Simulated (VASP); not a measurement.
The system is Tl2Ga.

```
CELL_PARAMETERS angstrom
4.82622 0.00000 0.00000
0.00000 4.82622 0.00000
0.00000 0.00000 6.94789
ATOMIC_POSITIONS crystal
Tl 0.00000 0.50000 0.20300
Tl 0.00000 0.50000 0.70300
Tl 0.50000 0.00000 0.29700
Tl 0.50000 0.00000 0.79700
Ga 0.00000 0.00000 0.00000
Ga 0.50000 0.50000 0.50000
```

```yaml
Program: VASP 6.6.1
Task: relaxation of cell and atoms
Functional: PBE
Potentials_or_basis: VASP PAW PBE potentials, release 64 (Tl_d, Ga_d)
Cutoff: 500 eV
k_mesh: 4 × 4 × 4
Occupations: gaussian, width 0.1 eV
Spin: no spin polarisation
```

At the start: pressure 4.5 GPa; volume 26.97 Å³/atom.

How do energy, volume and symmetry change on relaxing?

Over 13 steps the energy falls by 59.4 meV/atom and the volume is 29.83 Å³/atom (+10.6 %); space group P4_2/nmc (No. 137, to 0.1 Å) before and after.

The path:
```
step  energy change (eV)  largest force (eV/Å)  pressure (GPa)  volume (Å³)
   1              0.0000                0.2983            4.47       161.83
   2             -0.2772                0.1911            0.36       180.07
   3             -0.2817                0.1754           -0.22       183.72
   4             -0.2819                0.1781           -0.14       183.13
   5             -0.2900                0.1675           -0.12       182.77
   6             -0.3083                0.1347           -0.03       181.68
   7             -0.3223                0.0863            0.21       179.42
   8             -0.3331                0.0675           -0.08       180.97
   9             -0.3407                0.0349           -0.59       184.16
  10             -0.3456                0.0292           -0.51       183.40
  11             -0.3528                0.0141           -0.23       181.12
  12             -0.3551                0.0184           -0.08       180.12
  13             -0.3562                0.0231            0.08       178.98
```

Final structure:
```xyz
6
Lattice="5.0583 0.0000 0.0000 0.0000 5.0583 0.0000 0.0000 0.0000 6.9948" Properties=species:S:1:pos:R:3 pbc="T T T"
Tl    0.0000    2.5292    1.6588
Tl    0.0000    2.5292    5.1562
Tl    2.5292    0.0000    1.8386
Tl    2.5292    0.0000    5.3361
Ga    0.0000    0.0000    0.0000
Ga    2.5292    2.5292    3.4974
```
